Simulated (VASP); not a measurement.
A run of VASP 6.6.1:

The input INCAR:

```
  ALGO = Fast
  DIPOL = 0.5 0.5 0.461
  EDIFF = 1E-6
  ENCUT = 520
  GGA = PE
  IDIPOL = 3
  ISIF = 2
  ISMEAR = 0
  LASPH = T
  LCHARG = F
  LDIPOL = T
  LREAL = Auto
  LWAVE = F
  NBANDS = 156
  NELM = 60
  PREC = Accurate
  SIGMA = 0.1
```

Contents of KPOINTS:

```
k-points
0
Gamma
  4 3 1
```

POSCAR

```
Ta16H3N17
1.0
    5.9003693593      0.0000000000      0.0000000000
   -2.9501846797      7.7265186178      0.0000000000
    0.0000000000      0.0000000000     25.1747554068
Ta N H
16 17 3
Direct
    0.2161193710      0.9322387421      0.3177786585
    0.2161193710      0.4322387421      0.3177786585
    0.7161193710      0.9322387421      0.3177786585
    0.7161193710      0.4322387421      0.3177786585
    0.0754626162      0.6509252325      0.3939032311
    0.0754626162      0.1509252325      0.3939032311
    0.5754626162      0.6509252325      0.3939032311
    0.5754626162      0.1509252325      0.3939032311
    0.9370949209      0.3716431411      0.4705913358
    0.9356842524      0.8712476728      0.4708012472
    0.4346822705      0.3716645992      0.4705912698
    0.4359211168      0.8715944798      0.4707426230
    0.7920923328      0.0830401367      0.5456320920
    0.7877614421      0.5756237347      0.5445492052
    0.2907078621      0.0829659501      0.5455938771
    0.2939503151      0.5878599904      0.5470718125
    0.8593432452      0.7186864905      0.3304660872
    0.8593432452      0.2186864905      0.3304660872
    0.3593432452      0.7186864905      0.3304660872
    0.3593432452      0.2186864905      0.3304660872
    0.7186864905      0.4373729810      0.4065906599
    0.7186864905      0.9373729810      0.4065906599
    0.2186864905      0.4373729810      0.4065906599
    0.2186864905      0.9373729810      0.4065906599
    0.5782268864      0.1562379289      0.4826990554
    0.5777403400      0.6567461396      0.4832418070
    0.0784004894      0.1565959211      0.4828554846
    0.0794124855      0.6568169620      0.4832699521
    0.4473452581      0.8945604393      0.5564467265
    0.4466255333      0.3894582690      0.5554596631
    0.9477731391      0.8958429397      0.5562324922
    0.9418225400      0.3889169688      0.5553460477
    1.2846052548      0.5890624803      0.6384647991
    1.1452829201      0.4804252772      0.6505367532
    1.4432822012      0.5855732180      0.6538517543
    1.2591964644      0.6972518398      0.6525895654
```

Potentials or basis: VASP PAW PBE potentials, release 64 (Ta_pv, N, H).

Launch:

```bash
$ cat potpaw_PBE.64/Ta_pv/POTCAR potpaw_PBE.64/N/POTCAR potpaw_PBE.64/H/POTCAR > POTCAR
$ mpirun -np 1 vasp_std > vasp.out
```

Hardware: 1 thread of Oxide Virtual Turin-like Processor, with other jobs on the host.

**Question.** Estimate the wall time of this run.

**Answer.** Wall time 96 min on 1 thread of Oxide Virtual Turin-like Processor, with other jobs on the host, peak memory 1.6 GiB. Counts: scf iterations 34, k points 7.
